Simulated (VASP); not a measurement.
# Be2ZnSe3 (P6_3mc) in VASP: further runs, part 2 of 2

VASP 6.6.1. Earlier steps stand in the parts before.

## 3. Relaxation of cell and atoms, PBE

Input file INCAR:

```
ALGO     = Normal         # electronic algorithm
EDIFF    = 1E-7           # SCF threshold, eV
EDIFFG   = -0.01          # ionic threshold
ENCUT    = 600            # plane-wave cutoff, eV
GGA      = PE             # functional
IBRION   = 2              # ionic algorithm
ISIF     = 3              # what is computed and relaxed
ISMEAR   = 0              # smearing method
LASPH    = T              # aspherical terms in the spheres
LCHARG   = F              # write CHGCAR
LREAL    = F              # projectors in reciprocal space
LWAVE    = F              # write WAVECAR
NELM     = 60             # most SCF steps
NSW      = 100            # ionic steps
PREC     = Accurate       # precision mode
SIGMA    = 0.02           # smearing width, eV
```

Input file KPOINTS:

```
k-points
0
Gamma
  12 12 2
```

Input file POSCAR:

```
Be2ZnSe3
1.0
    3.7783209735      0.0000000000      0.0000000000
   -1.8891604867      3.2721219467      0.0000000000
    0.0000000000      0.0000000000     18.7989553164
Be Zn Se
4 2 6
Direct
    0.3333333333      0.6666666667      0.9958112944
    0.3333333333      0.6666666667      0.3378477109
    0.6666666667      0.3333333333      0.4958112944
    0.6666666667      0.3333333333      0.8378477109
    0.3333333333      0.6666666667      0.6689055584
    0.6666666667      0.3333333333      0.1689055584
    0.3333333333      0.6666666667      0.1150152503
    0.3333333333      0.6666666667      0.4577266046
    0.3333333333      0.6666666667      0.7996935814
    0.6666666667      0.3333333333      0.2996935814
    0.6666666667      0.3333333333      0.6150152503
    0.6666666667      0.3333333333      0.9577266046
```

Potentials or basis: VASP PAW PBE potentials, release 64 (Be, Zn, Se).

Run with:

```
$ cat potpaw_PBE.64/Be/POTCAR potpaw_PBE.64/Zn/POTCAR potpaw_PBE.64/Se/POTCAR > POTCAR
$ mpirun -np 1 vasp_std > vasp.out
```

OUTCAR:

```text
EDIFF = 1E-7
   EDIFFG = -0.01
   ENCUT = 600
   GGA = PE
   IBRION = 2
   ISIF = 3
   ISMEAR = 0
   LASPH = T
   LREAL = F
   NELM = 60
   NSW = 100
   PREC = Accurate

 ion  position               nearest neighbor table
   1  0.333  0.667  0.996-   7 2.24  12 2.30  12 2.30  12 2.30
   2  0.333  0.667  0.338-   8 2.25  10 2.30  10 2.30  10 2.30
   3  0.667  0.333  0.496-  11 2.24   8 2.30   8 2.30   8 2.30
   4  0.667  0.333  0.838-  12 2.25   9 2.30   9 2.30   9 2.30
   5  0.333  0.667  0.669-  11 2.41  11 2.41  11 2.41   9 2.46
   6  0.667  0.333  0.169-   7 2.41   7 2.41   7 2.41  10 2.46
[... 1347 lines left out ...]
  energy-cutoff  :      600.00
  volume of cell :      233.17
      direct lattice vectors                 reciprocal lattice vectors
     3.783419450  0.000000000 -0.000000000     0.264311164  0.152600122  0.000000000
    -1.891709725  3.276537357  0.000000000    -0.000000000  0.305200244  0.000000000
     0.000000000  0.000000000 18.809007074     0.000000000 -0.000000000  0.053166018

 POSITION                                       TOTAL-FORCE (eV/Angst)
 -----------------------------------------------------------------------------------
     -0.00000      2.18436     18.73179         0.000000     -0.000000      0.007049
     -0.00000      2.18436      6.35498         0.000000      0.000000      0.005712
      1.89171      1.09218      9.32728        -0.000000      0.000000      0.007049
      1.89171      1.09218     15.75949        -0.000000     -0.000000      0.005712
     -0.00000      2.18436     12.58194         0.000000      0.000000     -0.009552
      1.89171      1.09218      3.17743        -0.000000     -0.000000     -0.009552
     -0.00000      2.18436      2.16114         0.000000      0.000000     -0.004087
     -0.00000      2.18436      8.60846        -0.000000      0.000000     -0.006224
     -0.00000      2.18436     15.04209        -0.000000     -0.000000      0.007101
      1.89171      1.09218      5.63759         0.000000     -0.000000      0.007101
      1.89171      1.09218     11.56564        -0.000000     -0.000000     -0.004087
      1.89171      1.09218     18.01297         0.000000     -0.000000     -0.006224
 -----------------------------------------------------------------------------------
    total drift:                                0.000000      0.000000      0.003529

  FREE ENERGIE OF THE ION-ELECTRON SYSTEM (eV)
  ---------------------------------------------------
  free  energy   TOTEN  =       -46.9175009946 eV

  energy  without entropy=      -46.9175009946  energy(sigma->0) =      -46.91750099

 reached required accuracy - stopping structural energy minimisation
```

OSZICAR:

```text
N       E                     dE             d eps       ncg     rms          rms(c)
DAV:   1     0.511389861428E+03    0.51139E+03   -0.31233E+04  3116   0.178E+03
[... 22 lines left out ...]
DAV:   3    -0.469176952884E+02    0.55638E-03   -0.13609E-03  3625   0.196E-01    0.994E-02
DAV:   4    -0.469175189063E+02    0.17638E-03   -0.24549E-04  3720   0.674E-02    0.406E-02
DAV:   5    -0.469175001485E+02    0.18758E-04   -0.27773E-05  4515   0.675E-02    0.118E-02
DAV:   6    -0.469175004794E+02   -0.33084E-06   -0.14880E-05  3725   0.314E-02    0.476E-03
DAV:   7    -0.469175008507E+02   -0.37135E-06   -0.88257E-07  3988   0.130E-02    0.160E-03
DAV:   8    -0.469175010261E+02   -0.17541E-06   -0.22801E-07  2326   0.420E-03    0.487E-04
DAV:   9    -0.469175009946E+02    0.31598E-07   -0.42571E-08  1877   0.194E-03
   2 F= -.46917501E+02 E0= -.46917501E+02  d E =-.586191E-03
```

It took 15 min on 1 thread of Oxide Virtual Turin-like, shared host; peak memory 0.59 GiB.

Results:

```yaml
Free_energy: -46.9175 eV
Relaxed_volume: 19.43 Å³/atom
Relaxed_cell: a = 3.783 Å, b = 3.783 Å, c = 18.809 Å, α = 90.00°, β = 90.00°, γ = 120.00°
Space_group_after_relaxing_to_0.1_Å: P6_3mc (No. 186)
Energy_gained_by_relaxing: 0.0 meV/atom
Ionic_steps: 2
Pressure_after_relaxing: 0.0 GPa
Largest_force_after_relaxing: 0.010 eV/Å
Band_gap_on_the_k_mesh: 2.39 eV (least direct gap 2.48 eV)
```

Forces in eV/Å, atoms in the order of the input:
```
Be   0.000  0.000  0.007
Be   0.000  0.000  0.006
Be   0.000  0.000  0.007
Be   0.000  0.000  0.006
Zn   0.000  0.000 -0.010
Zn   0.000  0.000 -0.010
Se   0.000  0.000 -0.004
Se   0.000  0.000 -0.006
Se   0.000  0.000  0.007
Se   0.000  0.000  0.007
Se   0.000  0.000 -0.004
Se   0.000  0.000 -0.006
```

Step by step:
```csv
step,energy change (eV),largest force (eV/Å),pressure (GPa),volume (Å³)
1,0.0000,0.0452,0.18,232.41
2,-0.0006,0.0096,-0.04,233.17
```

Final structure:
```yaml
crystal:
  lattice:
    - [3.78342, 0.00000, 0.00000]
    - [-1.89171, 3.27654, 0.00000]
    - [0.00000, 0.00000, 18.80901]
  atoms:
    - { symbol: Be, position: [0.33333, 0.66667, 0.99589] }
    - { symbol: Be, position: [0.33333, 0.66667, 0.33787] }
    - { symbol: Be, position: [0.66667, 0.33333, 0.49589] }
    - { symbol: Be, position: [0.66667, 0.33333, 0.83787] }
    - { symbol: Zn, position: [0.33333, 0.66667, 0.66893] }
    - { symbol: Zn, position: [0.66667, 0.33333, 0.16893] }
    - { symbol: Se, position: [0.33333, 0.66667, 0.11490] }
    - { symbol: Se, position: [0.33333, 0.66667, 0.45768] }
    - { symbol: Se, position: [0.33333, 0.66667, 0.79973] }
    - { symbol: Se, position: [0.66667, 0.33333, 0.29973] }
    - { symbol: Se, position: [0.66667, 0.33333, 0.61490] }
    - { symbol: Se, position: [0.66667, 0.33333, 0.95768] }
```

A k mesh can miss the band edges.
